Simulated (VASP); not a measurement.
Here is a VASP 6.6.1 calculation.

File INCAR:

```
PREC = Accurate ; ENCUT = 520
EDIFF = 1E-6 ; ISMEAR = 0
SIGMA = 0.05 ; LREAL = F
LASPH = T ; NELM = 80
ALGO = Normal ; ISIF = 2
LWAVE = F ; LCHARG = F
GGA = PE ; NBANDS = 11
```

KPOINTS

```
regular mesh
0
Gamma
  14 14 14
```

Contents of POSCAR:

```
Ca
1.0
   -2.2144248414      2.2144248414      2.2144248414
    2.2144248414     -2.2144248414      2.2144248414
    2.2144248414      2.2144248414     -2.2144248414
Ca
1
Direct
    0.0000000000      0.0000000000      0.0000000000
```

Potentials or basis: VASP PAW PBE potentials, release 64 (Ca_sv).

Run with:

```sh
$ cat potpaw_PBE.64/Ca_sv/POTCAR > POTCAR
$ mpirun -np 1 vasp_std > vasp.out
```

(1) Predict the pressure.

(2) Estimate the band gap on the k mesh.

Results:

(1) -0.5 GPa.

(2) zero (band 5 reaches 2.13 eV, above the bottom of band 6 at 1.84 eV).
